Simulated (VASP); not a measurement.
# TiAl (Pm-3m) in VASP: notebook

Runs on TiAl. Level: LDA. Tasks: single point.

Everything below comes from runs of VASP 6.6.1. Logs are shortened: lines on timing, memory, paths and dates and some standing lists are left out, and cuts for length are marked.

### 1 The cell of the first run

It takes space group Pm-3m (No. 221, cubic). Conventional cell: a = 3.179 Å, b = 3.179 Å, c = 3.179 Å, α = 90.00°, β = 90.00°, γ = 90.00°. Within 3.6 Å of Ti (site symmetry m-3m) lie 8 Al at 2.75 Å and 6 Ti at 3.18 Å. Al (site symmetry m-3m) has 8 Ti at 2.75 Å and 6 Al at 3.18 Å within 3.6 Å.

### 2 Single point, LDA

Input file INCAR:

```
ALGO = Normal
EDIFF = 1E-7
ENCUT = 520
GGA = CA
ISIF = 2
ISMEAR = 0
LASPH = T
LCHARG = F
LREAL = F
LWAVE = F
NBANDS = 14
NELM = 60
PREC = Accurate
SIGMA = 0.15
```

Input file KPOINTS:

```
k-points
0
Gamma
  16 16 16
```

Input file POSCAR:

```
TiAl
1.0
    3.1790640000      0.0000000000      0.0000000000
    0.0000000000      3.1790640000      0.0000000000
    0.0000000000      0.0000000000      3.1790640000
Ti Al
1 1
Direct
    0.0000000000      0.0000000000      0.0000000000
    0.5000000000      0.5000000000      0.5000000000
```

Potentials or basis: VASP PAW LDA potentials, release 64 (Ti_sv, Al).

On the command line:

```sh
> cat potpaw_LDA.64/Ti_sv/POTCAR potpaw_LDA.64/Al/POTCAR > POTCAR
> mpirun -np 1 vasp_std > vasp.out
```

OUTCAR:

```text
EDIFF = 1E-7
   ENCUT = 520
   GGA = CA
   ISIF = 2
   ISMEAR = 0
   LASPH = T
   LREAL = F
   NELM = 60
   PREC = Accurate

 ion  position               nearest neighbor table
   1  0.000  0.000  0.000-   2 2.75   2 2.75   2 2.75   2 2.75   2 2.75   2 2.75   2 2.75   2 2.75

   2  0.500  0.500  0.500-   1 2.75   1 2.75   1 2.75   1 2.75   1 2.75   1 2.75   1 2.75   1 2.75

  LATTYP: Found a simple cubic cell.
 ALAT       =     3.1790640000

  Lattice vectors:

 A1 = (   3.1790640000,   0.0000000000,   0.0000000000)
 A2 = (   0.0000000000,   3.1790640000,   0.0000000000)
 A3 = (   0.0000000000,   0.0000000000,   3.1790640000)

Analysis of symmetry for initial positions (statically):
=====================================================================
 Subroutine PRICEL returns:
 Original cell was already a primitive cell.

 Routine SETGRP: Setting up the symmetry group for a
 simple cubic supercell.

 Subroutine GETGRP returns: Found 48 space group operations
[... 9 lines left out ...]

 Routine SETGRP: Setting up the symmetry group for a
 simple cubic supercell.

 Subroutine GETGRP returns: Found 48 space group operations
[... 11 lines left out ...]
                                     Primitive cell

  volume of cell :      32.1290

  direct lattice vectors                    reciprocal lattice vectors
     3.179064000  0.000000000  0.000000000     0.314557996  0.000000000  0.000000000
     0.000000000  3.179064000  0.000000000     0.000000000  0.314557996  0.000000000
     0.000000000  0.000000000  3.179064000     0.000000000  0.000000000  0.314557996

  length of vectors
     3.179064000  3.179064000  3.179064000     0.314557996  0.314557996  0.314557996

  position of ions in fractional coordinates (direct lattice)
     0.000000000  0.000000000  0.000000000
     0.500000000  0.500000000  0.500000000

  ion indices of the primitive-cell ions
   primitive index   ion index
                 1           1
                 2           2

----------------------------------------------------------------------------------------

 KPOINTS: k-points

Automatic generation of k-mesh.
 Grid dimensions read from file:
 generate k-points for:   16   16   16

 Generating k-lattice:

  Cartesian coordinates                     Fractional coordinates (reciprocal lattice)
     0.019659875  0.000000000  0.000000000     0.062500000  0.000000000  0.000000000
     0.000000000  0.019659875  0.000000000     0.000000000  0.062500000  0.000000000
     0.000000000  0.000000000  0.019659875     0.000000000  0.000000000  0.062500000

  Length of vectors
     0.019659875  0.019659875  0.019659875

  Shift w.r.t. Gamma in fractional coordinates (k-lattice)
     0.000000000  0.000000000  0.000000000

 Subroutine IBZKPT returns following result:
 ===========================================

 Found    165 irreducible k-points:

 Following reciprocal coordinates:
            Coordinates               Weight
  0.000000  0.000000  0.000000      1.000000
  0.062500  0.000000  0.000000      6.000000
  0.125000  0.000000  0.000000      6.000000
  0.187500  0.000000  0.000000      6.000000
  0.250000  0.000000  0.000000      6.000000
  0.312500  0.000000  0.000000      6.000000
[... 16 lines left out ...]
  0.437500  0.125000  0.000000     24.000000
  0.500000  0.125000  0.000000     12.000000
 [... further k-points ...]
   k-points           NKPTS =    165   k-points in BZ     NKDIM =    165   number of bands    NBANDS=     14
   number of dos      NEDOS =    301   number of ions     NIONS =      2
   total plane-waves  NPLWV =  13824
   dimension x,y,z NGX =    24 NGY =   24 NGZ =   24
   dimension x,y,z NGXF=    48 NGYF=   48 NGZF=   48
   ions per type =               1   1
   NGX,Y,Z   is equivalent  to a cutoff of  12.55, 12.55, 12.55 a.u.
   NGXF,Y,Z  is equivalent  to a cutoff of  25.10, 25.10, 25.10 a.u.
 SYSTEM =  unknown system
   PREC   = accura    normal or accurate (medium, high low for compatibility)
   ISTART =      0    job   : 0-new  1-cont  2-samecut
   ICHARG =      2    charge: 1-file 2-atom 10-const
   ISPIN  =      1    spin polarized calculation?
   LNONCOLLINEAR =      F non collinear calculations
   LSORBIT =      F    spin-orbit coupling
   LASPH  =      T    aspherical Exc in radial PAW
   ENCUT  =  520.0 eV  38.22 Ry    6.18 a.u.   5.91  5.91  5.91*2*pi/ulx,y,z
   NELM   =     60;   NELMIN=  2; NELMDL= -5     # of ELM steps
   EDIFF  = 0.1E-06   stopping-criterion for ELM
   LREAL  =      F    real-space projection
   EDIFFG = 0.1E-05   stopping-criterion for IOM
   NSW    =      0    number of steps for IOM
   IBRION =     -1    ionic relax: 0-MD 1-quasi-New 2-CG
   NFREE  =      0    steps in history (QN), initial steepest desc. (CG)
   ISIF   =      2    stress and relaxation
   ISYM   =      2    0-nonsym 1-usesym 2-fastsym
   POTIM  = 0.5000    time-step for ionic-motion
   TEBEG  =    0.0;   TEEND  =   0.0 temperature during run
   PSTRESS=    0.0 pullay stress
   NELECT =      15.0000    total number of electrons
   NUPDOWN=      -1.0000    fix difference up-down
   EMIN   =  10.00;   EMAX   =-10.00  energy-range for DOS
   EFERMI =   0.00;   METHOD = LEGACY
   ISMEAR =     0;   SIGMA  =   0.15  broadening in eV -4-tet -1-fermi 0-gaus
   EFERMI_NEDOS =   21; number of points for ismear=-14 and -15
   IALGO  =     38    algorithm
   IMIX   =      4    mixing-type and parameters
     AMIX     =   0.40;   BMIX     =  1.00
     AMIX_MAG =   1.60;   BMIX_MAG =  1.00
  volume/ion in A,a.u.               =      16.06       108.41
  Fermi-wavevector in a.u.,A,eV,Ry     =   1.270007  2.399964 21.945065  1.612917
  Thomas-Fermi vector in A             =   2.403017
   LORBIT       =      0    0 simple, 1 ext, 2 COOP (PROOUT), +10 PAW based schemes
   GGA     = CA    functional components
   LHFCALC =     F    Hartree Fock is set to
   AEXX    =    0.0000 exact exchange contribution
   IVDW    =     0    specifies the selected vdW correction
   LEPSILON=     F    determine dielectric tensor
   LRPA    =     F    only Hartree local field effects (RPA)
 non-spin polarized calculation
 Gauss-broadening in eV      SIGMA  =   0.15
  energy-cutoff  :      520.00
  volume of cell :       32.13
 maximum number of plane-waves:       912
 NGX is ok and might be reduce to    24
   NGX = 11   NGY = 11   NGZ = 11

 number of electron      14.9999994 magnetization

 Free energy of the ion-electron system (eV)
  ---------------------------------------------------
  ext. energy  EPLUGINS =         0.00000000
  ---------------------------------------------------
  free energy    TOTEN  =       -13.28193866 eV

  energy without entropy =      -13.25218522  energy(sigma->0) =      -13.26706194

 E-fermi :   8.5232     XC(G=0): -11.3152

 val. band max:        8.5083643431   @ k =   0.4375   0.0625   0.0625
 cond. band min:       8.5234310187   @ k =   0.3125   0.3125   0.3125
 fundamental gap:      0.0150666756
 Fermi energy:         8.5231864532

 k-point     1 :       0.0000    0.0000    0.0000
  band No.  band energies     occupation
      1     -47.6683      2.00000
      2     -24.2533      2.00000
      3     -24.2533      2.00000
      4     -24.2533      2.00000
      5      -0.6712      2.00000
      6       7.1103      2.00000
      7       7.1103      2.00000
      8      10.2736      0.00000
      9      10.2736      0.00000
     10      10.2736      0.00000
     11      12.9413      0.00000
     12      12.9413      0.00000
     13      12.9413      0.00000
     14      17.4295      0.00000

 k-point     2 :       0.0625    0.0000    0.0000
  band No.  band energies     occupation
      1     -47.6678      2.00000
      2     -24.2601      2.00000
      3     -24.2527      2.00000
      4     -24.2527      2.00000
      5      -0.6089      2.00000
      6       7.0815      2.00000
      7       7.1380      2.00000
      8      10.1640      0.00000
      9      10.1640      0.00000
     10      10.2811      0.00000
     11      12.6674      0.00000
     12      13.0964      0.00000
     13      13.0964      0.00000
     14      17.3458      0.00000

 k-point     3 :       0.1250    0.0000    0.0000
  band No.  band energies     occupation
      1     -47.6660      2.00000
      2     -24.2795      2.00000
      3     -24.2510      2.00000
      4     -24.2510      2.00000
      5      -0.4231      2.00000
      6       6.9665      2.00000
      7       7.2189      2.00000
      8       9.8979      0.00000
      9       9.8979      0.00000
     10      10.3026      0.00000
     11      12.0882      0.00000
     12      13.5005      0.00000
     13      13.5005      0.00000
     14      17.1061      0.00000

 k-point     4 :       0.1875    0.0000    0.0000
  band No.  band energies     occupation
      1     -47.6635      2.00000
      2     -24.3085      2.00000
      3     -24.2484      2.00000
      4     -24.2484      2.00000
      5      -0.1182      2.00000
      6       6.6927      2.00000
      7       7.3453      2.00000
      8       9.5766      0.00000
      9       9.5766      0.00000
     10      10.3351      0.00000
     11      11.5609      0.00000
     12      14.0568      0.00000
     13      14.0568      0.00000
     14      16.7437      0.00000

 k-point     5 :       0.2500    0.0000    0.0000
  band No.  band energies     occupation
      1     -47.6605      2.00000
      2     -24.3424      2.00000
      3     -24.2454      2.00000
      4     -24.2454      2.00000
      5       0.2995      2.00000
      6       6.2004      2.00000
      7       7.5040      2.00000
      8       9.2655      0.00000
      9       9.2655      0.00000
     10      10.3739      0.00000
     11      11.2737      0.00000
     12      14.7067      0.00000
     13      14.7067      0.00000
     14      16.3112      0.00000

 k-point     6 :       0.3125    0.0000    0.0000
  band No.  band energies     occupation
      1     -47.6574      2.00000
      2     -24.3762      2.00000
      3     -24.2424      2.00000
      4     -24.2424      2.00000
      5       0.8202      2.00000
      6       5.5128      2.00000
      7       7.6750      2.00000
      8       8.9998      0.00001
      9       8.9998      0.00001
     10      10.4132      0.00000
     11      11.2340      0.00000
     12      15.4235      0.00000
     13      15.4235      0.00000
     14      15.8728      0.00000

 k-point     7 :       0.3750    0.0000    0.0000
  band No.  band energies     occupation
      1     -47.6549      2.00000
      2     -24.4047      2.00000
      3     -24.2399      2.00000
      4     -24.2399      2.00000
      5       1.4296      2.00000
      6       4.7177      2.00000
      7       7.8314      2.00000
      8       8.7991      0.00928
      9       8.7991      0.00928
     10      10.4470      0.00000
     11      11.3385      0.00000
     12      15.4953      0.00000
     13      16.1966      0.00000
     14      16.1966      0.00000
[... 205 lines left out ...]
 k-point    20 :       0.2500    0.1250    0.0000
  band No.  band energies     occupation
      1     -47.6582      2.00000
      2     -24.3395      2.00000
      3     -24.2709      2.00000
      4     -24.2431      2.00000
      5       0.5259      2.00000
      6       6.3386      2.00000
      7       7.4032      2.00000
      8       8.9261      0.00015
      9       9.3059      0.00000
     10      10.1168      0.00000
     11      11.5413      0.00000
     12      13.5921      0.00000
     13      15.1036      0.00000
     14      16.8218      0.00000

 k-point    21 :       0.3125    0.1250    0.0000
  band No.  band energies     occupation
      1     -47.6552      2.00000
      2     -24.3730      2.00000
      3     -24.2676      2.00000
      4     -24.2401      2.00000
      5       1.0330      2.00000
      6       5.6630      2.00000
      7       7.5896      2.00000
      8       8.7399      0.04100
      9       9.0579      0.00000
     10      10.1621      0.00000
     11      11.3832      0.00000
     12      14.1002      0.00000
     13      15.7701      0.00000
     14      16.5074      0.00000

 k-point    22 :       0.3750    0.1250    0.0000
  band No.  band energies     occupation
      1     -47.6526      2.00000
      2     -24.4012      2.00000
      3     -24.2649      2.00000
      4     -24.2376      2.00000
      5       1.6228      2.00000
      6       4.8884      2.00000
      7       7.7830      2.00000
      8       8.5676      0.67522
      9       8.8664      0.00121
     10      10.2040      0.00000
     11      11.3938      0.00000
     12      14.5647      0.00000
     13      16.3053      0.00000
     14      16.4858      0.00000

 k-point    23 :       0.4375    0.1250    0.0000
  band No.  band energies     occupation
      1     -47.6509      2.00000
      2     -24.4201      2.00000
      3     -24.2630      2.00000
      4     -24.2359      2.00000
      5       2.2534      2.00000
      6       4.1236      2.00000
      7       7.9624      2.00000
      8       8.4054      1.73316
      9       8.7464      0.03531
     10      10.2330      0.00000
     11      11.4636      0.00000
     12      14.8716      0.00000
     13      16.3596      0.00000
     14      17.2368      0.00000

 k-point    24 :       0.5000    0.1250    0.0000
  band No.  band energies     occupation
      1     -47.6503      2.00000
      2     -24.4267      2.00000
      3     -24.2624      2.00000
      4     -24.2353      2.00000
      5       2.6643      2.00000
      6       3.6645      2.00000
      7       8.0648      1.99998
      8       8.3094      1.95615
      9       8.7056      0.08538
     10      10.2434      0.00000
     11      11.4988      0.00000
     12      14.9599      0.00000
     13      16.5412      0.00000
     14      17.4875      0.00000

 [... further k-points ...]
[... 5 lines left out ...]
  --------------------------------------------------------------------------------------
  -------------------------------------------------------------------------------------
  Total       -1.1372711     -1.1372711     -1.1372711      0.0000000      0.0000000     -0.0000000
  in kB      -56.7122337    -56.7122337    -56.7122337      0.0000000      0.0000000     -0.0000000
  external PRESSURE =     -56.7122337 kB  Pullay stress =       0.0000000 kB

 VOLUME and BASIS-vectors are now :
 -----------------------------------------------------------------------------
  energy-cutoff  :      520.00
  volume of cell :       32.13
      direct lattice vectors                 reciprocal lattice vectors
     3.179064000  0.000000000  0.000000000     0.314557996  0.000000000  0.000000000
     0.000000000  3.179064000  0.000000000     0.000000000  0.314557996  0.000000000
     0.000000000  0.000000000  3.179064000     0.000000000  0.000000000  0.314557996

 POSITION                                       TOTAL-FORCE (eV/Angst)
 -----------------------------------------------------------------------------------
      0.00000      0.00000      0.00000         0.000000      0.000000      0.000000
      1.58953      1.58953      1.58953         0.000000      0.000000      0.000000
 -----------------------------------------------------------------------------------
    total drift:                               -0.000000      0.000000      0.000000

  FREE ENERGIE OF THE ION-ELECTRON SYSTEM (eV)
  ---------------------------------------------------
  free  energy   TOTEN  =       -13.2819386598 eV

  energy  without entropy=      -13.2521852177  energy(sigma->0) =      -13.26706194
```

Wall time 29 s (1 thread of AMD EPYC 9R45 (Zen 5), shared host); peak memory 0.16 GiB.

What came out:

| Item | Value |
| --- | --- |
| Free energy | -13.2819 eV |
| Pressure | -5.7 GPa |

Levels at points of the mesh, in eV from the Fermi level:
```tsv
k point	band 4	band 5	band 6	band 7	band 8	band 9	band 10	band 11
(0.00, 0.00, 0.00)	-32.78	-9.19	-1.41	-1.41	1.75	1.75	1.75	4.42
(0.50, 0.00, 0.00)	-32.76	-5.97	-5.12	-0.54	0.11	0.11	1.95	2.99
(0.50, 0.50, 0.00)	-32.75	-5.00	-2.01	-2.01	-1.44	0.67	0.67	2.74
(0.50, 0.50, 0.50)	-32.91	-3.08	-3.08	-3.08	0.57	2.80	2.80	3.00
```

(Continued in part 2 of 2.)
